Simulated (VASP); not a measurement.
# Na (Fm-3m) in VASP: notebook

Runs on Na. Level: PBE. Tasks: single point.

Everything below comes from runs of VASP 6.6.1. Logs are shortened: lines on timing, memory, paths and dates and some standing lists are left out, and cuts for length are marked.

### 1 The cell of the first run

Symmetry: Fm-3m, No. 225, cubic system. The conventional cell has a = 5.290 Å, b = 5.290 Å, c = 5.290 Å, α = 90.00°, β = 90.00°, γ = 90.00°. Within 4.9 Å of Na (site symmetry m-3m) lie 12 Na at 3.74 Å.

### 2 Single point, PBE

INCAR

```
SYSTEM = Na
ALGO = Normal ; EDIFF = 1E-6
ENCUT = 520 ; GGA = PE
ISIF = 2 ; ISMEAR = 0
LASPH = .TRUE. ; LCHARG = .FALSE.
LREAL = .FALSE. ; LWAVE = .FALSE.
NBANDS = 10 ; NELM = 60
PREC = Accurate ; SIGMA = 0.05
```

KPOINTS

```
k-points
0
G
  14 14 14
  0 0 0
```

POSCAR

```
Na
1.0
    0.0000000000      2.6449346387      2.6449346387
    2.6449346387      0.0000000000      2.6449346387
    2.6449346387      2.6449346387      0.0000000000
Na
1
Direct
    0.0000000000      0.0000000000      0.0000000000
```

Potentials or basis: VASP PAW PBE potentials, release 64 (Na_pv).

Run with:

```bash
cat potpaw_PBE.64/Na_pv/POTCAR > POTCAR
mpirun -np 1 vasp_std > vasp.out
```

OUTCAR:

```text
SYSTEM = Na
   EDIFF = 1E-6
   ENCUT = 520
   GGA = PE
   ISIF = 2
   ISMEAR = 0
   LASPH = .TRUE.
   LREAL = .FALSE.
   NELM = 60
   PREC = Accurate

 ion  position               nearest neighbor table
   1  0.000  0.000  0.000-

  LATTYP: Found a face centered cubic cell.
 ALAT       =     5.2898692774

  Lattice vectors:

 A1 = (   0.0000000000,   2.6449346387,   2.6449346387)
 A2 = (   2.6449346387,   0.0000000000,   2.6449346387)
 A3 = (   2.6449346387,   2.6449346387,   0.0000000000)

Analysis of symmetry for initial positions (statically):
=====================================================================
 Subroutine PRICEL returns:
 Original cell was already a primitive cell.

 Routine SETGRP: Setting up the symmetry group for a
 face centered cubic supercell.

 Subroutine GETGRP returns: Found 48 space group operations
[... 9 lines left out ...]

 Routine SETGRP: Setting up the symmetry group for a
 face centered cubic supercell.

 Subroutine GETGRP returns: Found 48 space group operations
[... 11 lines left out ...]
                                     Primitive cell

  volume of cell :      37.0062

  direct lattice vectors                    reciprocal lattice vectors
     0.000000000  2.644934639  2.644934639    -0.189040588  0.189040588  0.189040588
     2.644934639  0.000000000  2.644934639     0.189040588 -0.189040588  0.189040588
     2.644934639  2.644934639  0.000000000     0.189040588  0.189040588 -0.189040588

  length of vectors
     3.740502438  3.740502438  3.740502438     0.327427904  0.327427904  0.327427904

  position of ions in fractional coordinates (direct lattice)
     0.000000000  0.000000000  0.000000000

  ion indices of the primitive-cell ions
   primitive index   ion index
                 1           1

----------------------------------------------------------------------------------------

 KPOINTS: k-points

Automatic generation of k-mesh.
 Grid dimensions read from file:
 generate k-points for:   14   14   14

 Generating k-lattice:

  Cartesian coordinates                     Fractional coordinates (reciprocal lattice)
    -0.013502899  0.013502899  0.013502899     0.071428571  0.000000000  0.000000000
     0.013502899 -0.013502899  0.013502899     0.000000000  0.071428571  0.000000000
     0.013502899  0.013502899 -0.013502899     0.000000000  0.000000000  0.071428571

  Length of vectors
     0.023387707  0.023387707  0.023387707

  Shift w.r.t. Gamma in fractional coordinates (k-lattice)
     0.000000000  0.000000000  0.000000000

 Subroutine IBZKPT returns following result:
 ===========================================

 Found    104 irreducible k-points:

 Following reciprocal coordinates:
            Coordinates               Weight
  0.000000  0.000000  0.000000      1.000000
  0.071429  0.000000  0.000000      8.000000
  0.142857  0.000000  0.000000      8.000000
  0.214286  0.000000  0.000000      8.000000
  0.285714  0.000000  0.000000      8.000000
  0.357143  0.000000  0.000000      8.000000
[... 16 lines left out ...]
  0.214286  0.142857  0.000000     24.000000
  0.285714  0.142857  0.000000     24.000000
 [... further k-points ...]
   k-points           NKPTS =    104   k-points in BZ     NKDIM =    104   number of bands    NBANDS=     10
   number of dos      NEDOS =    301   number of ions     NIONS =      1
   total plane-waves  NPLWV =  21952
   dimension x,y,z NGX =    28 NGY =   28 NGZ =   28
   dimension x,y,z NGXF=    56 NGYF=   56 NGZF=   56
   ions per type =               1
   NGX,Y,Z   is equivalent  to a cutoff of  12.44, 12.44, 12.44 a.u.
   NGXF,Y,Z  is equivalent  to a cutoff of  24.89, 24.89, 24.89 a.u.
 SYSTEM =  Na
   PREC   = accura    normal or accurate (medium, high low for compatibility)
   ISTART =      0    job   : 0-new  1-cont  2-samecut
   ICHARG =      2    charge: 1-file 2-atom 10-const
   ISPIN  =      1    spin polarized calculation?
   LNONCOLLINEAR =      F non collinear calculations
   LSORBIT =      F    spin-orbit coupling
   LASPH  =      T    aspherical Exc in radial PAW
   ENCUT  =  520.0 eV  38.22 Ry    6.18 a.u.   6.95  6.95  6.95*2*pi/ulx,y,z
   NELM   =     60;   NELMIN=  2; NELMDL= -5     # of ELM steps
   EDIFF  = 0.1E-05   stopping-criterion for ELM
   LREAL  =      F    real-space projection
   EDIFFG = 0.1E-04   stopping-criterion for IOM
   NSW    =      0    number of steps for IOM
   IBRION =     -1    ionic relax: 0-MD 1-quasi-New 2-CG
   NFREE  =      0    steps in history (QN), initial steepest desc. (CG)
   ISIF   =      2    stress and relaxation
   ISYM   =      2    0-nonsym 1-usesym 2-fastsym
   POTIM  = 0.5000    time-step for ionic-motion
   TEBEG  =    0.0;   TEEND  =   0.0 temperature during run
   PSTRESS=    0.0 pullay stress
   NELECT =       7.0000    total number of electrons
   NUPDOWN=      -1.0000    fix difference up-down
   EMIN   =  10.00;   EMAX   =-10.00  energy-range for DOS
   EFERMI =   0.00;   METHOD = LEGACY
   ISMEAR =     0;   SIGMA  =   0.05  broadening in eV -4-tet -1-fermi 0-gaus
   EFERMI_NEDOS =   21; number of points for ismear=-14 and -15
   IALGO  =     38    algorithm
   IMIX   =      4    mixing-type and parameters
     AMIX     =   0.40;   BMIX     =  1.00
     AMIX_MAG =   1.60;   BMIX_MAG =  1.00
  volume/ion in A,a.u.               =      37.01       249.73
  Fermi-wavevector in a.u.,A,eV,Ry     =   0.939758  1.775885 12.015911  0.883145
  Thomas-Fermi vector in A             =   2.067102
   LORBIT       =      0    0 simple, 1 ext, 2 COOP (PROOUT), +10 PAW based schemes
   GGA     = PE    functional components
   LHFCALC =     F    Hartree Fock is set to
   AEXX    =    0.0000 exact exchange contribution
   IVDW    =     0    specifies the selected vdW correction
   LEPSILON=     F    determine dielectric tensor
   LRPA    =     F    only Hartree local field effects (RPA)
 non-spin polarized calculation
 Gauss-broadening in eV      SIGMA  =   0.05
  energy-cutoff  :      520.00
  volume of cell :       37.01
 maximum number of plane-waves:      1012
   NGX = 13   NGY = 13   NGZ = 13

 number of electron       6.9999994 magnetization

 Free energy of the ion-electron system (eV)
  ---------------------------------------------------
  ext. energy  EPLUGINS =         0.00000000
  ---------------------------------------------------
  free energy    TOTEN  =        -1.31335243 eV

  energy without entropy =       -1.31292808  energy(sigma->0) =       -1.31314026

 E-fermi :   0.3208     XC(G=0):  -6.5064

 val. band max:        0.2438195302   @ k =   0.5000   0.3571   0.1429
 cond. band min:       0.3497749646   @ k =   0.5000   0.2857   0.0714
 fundamental gap:      0.1059554343
 Fermi energy:         0.3207712222

 k-point     1 :       0.0000    0.0000    0.0000
  band No.  band energies     occupation
      1     -24.5621      2.00000
      2     -24.5621      2.00000
      3     -24.5621      2.00000
      4      -2.9490      2.00000
      5      11.4382      0.00000
      6      11.4382      0.00000
      7      11.4382      0.00000
      8      12.5381      0.00000
      9      13.0171      0.00000
     10      13.0171      0.00000

 k-point     2 :       0.0714    0.0000    0.0000
  band No.  band energies     occupation
      1     -24.5639      2.00000
      2     -24.5624      2.00000
      3     -24.5624      2.00000
      4      -2.8638      2.00000
      5      10.1190      0.00000
      6      11.2603      0.00000
      7      11.2603      0.00000
      8      12.6130      0.00000
      9      13.3283      0.00000
     10      13.3283      0.00000

 k-point     3 :       0.1429    0.0000    0.0000
  band No.  band energies     occupation
      1     -24.5688      2.00000
      2     -24.5631      2.00000
      3     -24.5631      2.00000
      4      -2.6093      2.00000
      5       8.3638      0.00000
      6      10.9444      0.00000
      7      10.9445      0.00000
      8      12.2584      0.00000
      9      13.9715      0.00000
     10      13.9715      0.00000

 k-point     4 :       0.2143    0.0000    0.0000
  band No.  band energies     occupation
      1     -24.5759      2.00000
      2     -24.5640      2.00000
      3     -24.5640      2.00000
      4      -2.1880      2.00000
      5       6.6681      0.00000
      6      10.6775      0.00000
      7      10.6775      0.00000
      8      11.9232      0.00000
      9      13.5030      0.00000
     10      13.5030      0.00000

 k-point     5 :       0.2857    0.0000    0.0000
  band No.  band energies     occupation
      1     -24.5837      2.00000
      2     -24.5651      2.00000
      3     -24.5651      2.00000
      4      -1.6038      2.00000
      5       5.0817      0.00000
      6      10.5080      0.00000
      7      10.5080      0.00000
      8      11.6931      0.00000
      9      12.7403      0.00000
     10      12.7403      0.00000

 k-point     6 :       0.3571    0.0000    0.0000
  band No.  band energies     occupation
      1     -24.5907      2.00000
      2     -24.5661      2.00000
      3     -24.5661      2.00000
      4      -0.8624      2.00000
      5       3.6220      0.00000
      6      10.4405      0.00000
      7      10.4405      0.00000
      8      11.5789      0.00000
      9      12.1235      0.00000
     10      12.1235      0.00000
[... 183 lines left out ...]
 k-point    21 :      -0.0714    0.0714    0.0000
  band No.  band energies     occupation
      1     -24.5663      2.00000
      2     -24.5634      2.00000
      3     -24.5625      2.00000
      4      -2.7223      2.00000
      5       9.3267      0.00000
      6      10.0730      0.00000
      7      11.6546      0.00000
      8      12.9908      0.00000
      9      13.1027      0.00000
     10      13.4809      0.00000

 k-point    22 :       0.1429    0.1429    0.0000
  band No.  band energies     occupation
      1     -24.5686      2.00000
      2     -24.5646      2.00000
      3     -24.5646      2.00000
      4      -2.4966      2.00000
      5       9.3130      0.00000
      6       9.7887      0.00000
      7       9.7887      0.00000
      8      11.1391      0.00000
      9      12.8079      0.00000
     10      15.5170      0.00000

 k-point    23 :       0.2143    0.1429    0.0000
  band No.  band energies     occupation
      1     -24.5732      2.00000
      2     -24.5658      2.00000
      3     -24.5655      2.00000
      4      -2.1880      2.00000
      5       7.9504      0.00000
      6       9.4010      0.00000
      7       9.6812      0.00000
      8      10.7511      0.00000
      9      12.3349      0.00000
     10      15.3202      0.00000

 k-point    24 :       0.2857    0.1429    0.0000
  band No.  band energies     occupation
      1     -24.5796      2.00000
      2     -24.5670      2.00000
      3     -24.5666      2.00000
      4      -1.7146      2.00000
      5       6.3546      0.00000
      6       9.1480      0.00000
      7       9.2931      0.00000
      8      10.4389      0.00000
      9      12.8202      0.00000
     10      15.0999      0.00000

 [... further k-points ...]
[... 5 lines left out ...]
  --------------------------------------------------------------------------------------
  -------------------------------------------------------------------------------------
  Total       -0.0082306     -0.0082306     -0.0082306      0.0000000     -0.0000000      0.0000000
  in kB       -0.3563414     -0.3563414     -0.3563414      0.0000000     -0.0000000      0.0000000
  external PRESSURE =      -0.3563414 kB  Pullay stress =       0.0000000 kB

 VOLUME and BASIS-vectors are now :
 -----------------------------------------------------------------------------
  energy-cutoff  :      520.00
  volume of cell :       37.01
      direct lattice vectors                 reciprocal lattice vectors
     0.000000000  2.644934639  2.644934639    -0.189040588  0.189040588  0.189040588
     2.644934639  0.000000000  2.644934639     0.189040588 -0.189040588  0.189040588
     2.644934639  2.644934639  0.000000000     0.189040588  0.189040588 -0.189040588

 POSITION                                       TOTAL-FORCE (eV/Angst)
 -----------------------------------------------------------------------------------
      0.00000      0.00000      0.00000         0.000000      0.000000      0.000000
 -----------------------------------------------------------------------------------
    total drift:                               -0.000000     -0.000000     -0.000000

  FREE ENERGIE OF THE ION-ELECTRON SYSTEM (eV)
  ---------------------------------------------------
  free  energy   TOTEN  =        -1.3133524327 eV

  energy  without entropy=       -1.3129280835  energy(sigma->0) =       -1.31314026
```

Wall time 33 s (1 thread of Intel Xeon 6975P-C, shared host); peak memory 0.16 GiB.

Results:

```yaml
Free_energy: -1.3134 eV
Pressure: 0.0 GPa
```

### 3 Single point, PBE

INCAR

```
ALGO = Normal
EDIFF = 1E-6
ENCUT = 520
GGA = PE
ISIF = 2
ISMEAR = 0
LASPH = T
LCHARG = F
LREAL = F
LWAVE = F
NBANDS = 10
NELM = 80
PREC = Accurate
SIGMA = 0.05
```

KPOINTS

```
k-points
0
Gamma
  14 14 14
```

POSCAR is that of step 2.

Potentials or basis: VASP PAW PBE potentials, release 64 (Na_pv).

Run with:

```bash
cat potpaw_PBE.64/Na_pv/POTCAR > POTCAR
mpirun -np 1 vasp_std > vasp.out
```

Run time: 46 s. Hardware: 1 thread of Intel Xeon 6975P-C, shared host; peak memory 0.17 GiB.

It converged, with:

```
Free energy : -1.3134 eV
Pressure    : 0.0 GPa
```

Levels at points of the mesh, in eV from the Fermi level:
```tsv
k point	band 1	band 2	band 3	band 4	band 5	band 6	band 7	band 8	band 9
(0.00, 0.00, 0.00)	-24.88	-24.88	-24.88	-3.27	11.12	11.12	11.12	12.22	12.70
(0.50, 0.00, 0.00)	-24.92	-24.89	-24.89	0.57	0.98	10.15	10.15	11.22	11.22
(0.50, 0.50, 0.00)	-24.92	-24.90	-24.90	1.79	2.33	6.29	7.16	7.16	9.11
```

### 4 Single point, PBE

This run uses another cell than the first one, of 37.84 Å³/atom, 1.023 times its volume.

INCAR

```
SYSTEM = Na
PREC = Accurate ; ENCUT = 520
EDIFF = 1E-6 ; ISMEAR = 0
SIGMA = 0.05 ; LREAL = .False.
LASPH = .True. ; NELM = 80
ALGO = Fast ; ISIF = 2
LWAVE = .False. ; LCHARG = .True.
GGA = PE ; LELF = .True.
LVHAR = .True. ; NBANDS = 10
```

KPOINTS

```
Automatic mesh
0
Gamma
  14 14 14
  0 0 0
```

POSCAR

```
Na
1.0
    0.0000000000      2.6647334078      2.6647334078
    2.6647334078      0.0000000000      2.6647334078
    2.6647334078      2.6647334078      0.0000000000
Na
1
Direct
    0.0000000000      0.0000000000      0.0000000000
```

Run with:

```bash
cat potpaw_PBE.64/Na_pv/POTCAR > POTCAR
mpirun -np 1 vasp_std > vasp.out
```

Wall time 62 s (1 thread of Intel Xeon 6975P-C, shared host); peak memory 0.16 GiB.

The run converged. Its results:

```yaml
Free_energy: -1.3129 eV
Pressure: -0.2 GPa
```

Levels at points of the mesh, in eV from the Fermi level:
```
           k point  band 1  band 2  band 3  band 4  band 5  band 6  band 7  band 8
(0.00, 0.00, 0.00)  -24.90  -24.90  -24.90   -3.22   10.98   10.98   10.98   12.07
(0.50, 0.00, 0.00)  -24.93  -24.90  -24.90    0.57    0.95   10.03   10.03   11.03
(0.50, 0.50, 0.00)  -24.93  -24.91  -24.91    1.76    2.30    6.22    7.05    7.05
```

### 5 Single point, PBE

This run uses another cell than the first one, of 37.69 Å³/atom, 1.019 times its volume.

INCAR

```
SYSTEM = Na
PREC = Accurate
ENCUT = 520
EDIFF = 1E-6
ISMEAR = 0
SIGMA = 0.05
LREAL = .FALSE.
LASPH = .TRUE.
NELM = 80
ALGO = Normal
ISIF = 2
LWAVE = .FALSE.
LCHARG = .FALSE.
GGA = PE
NBANDS = 10
```

KPOINTS

```
regular mesh
0
G
  14 14 14
  0 0 0
```

POSCAR

```
Na
1.0
    0.0000000000      2.6611756821      2.6611756821
    2.6611756821      0.0000000000      2.6611756821
    2.6611756821      2.6611756821      0.0000000000
Na
1
Direct
    0.0000000000      0.0000000000      0.0000000000
```

Run with:

```bash
cat potpaw_PBE.64/Na_pv/POTCAR > POTCAR
mpirun -np 1 vasp_std > vasp.out
```

It took 35 s on 1 thread of Intel Xeon 6975P-C, shared host; peak memory 0.17 GiB.

The run converged. Its results:

- Free energy: -1.3131 eV
- Pressure: -0.2 GPa

Levels at points of the mesh, in eV from the Fermi level:
| k point | band 1 | band 2 | band 3 | band 4 | band 5 | band 6 | band 7 | band 8 |
| --- | --- | --- | --- | --- | --- | --- | --- | --- |
| (0.00, 0.00, 0.00) | -24.90 | -24.90 | -24.90 | -3.23 | 11.01 | 11.01 | 11.01 | 12.09 |
| (0.50, 0.00, 0.00) | -24.93 | -24.90 | -24.90 | 0.57 | 0.96 | 10.05 | 10.05 | 11.07 |
| (0.50, 0.50, 0.00) | -24.93 | -24.91 | -24.91 | 1.77 | 2.30 | 6.23 | 7.07 | 7.07 |

### 6 Overview

| cell | gap on the mesh (eV) | pressure (GPa) |
| --- | --- | --- |
| a = 3.741 Å, angles 60.0°, 1 atom | none | 0.0 |
| a = 3.769 Å, angles 60.0°, 1 atom | none | -0.2 |
| a = 3.763 Å, angles 60.0°, 1 atom | none | -0.2 |

Alike in all rows: task single point; level PBE; potentials or basis VASP PAW PBE potentials, release 64 (Na_pv); no spin polarisation; k mesh 14 × 14 × 14; cutoff (eV) 520; smearing gaussian 0.05 eV.

Total energies depend on the potentials used, so only differences within one code and one set of settings carry meaning.
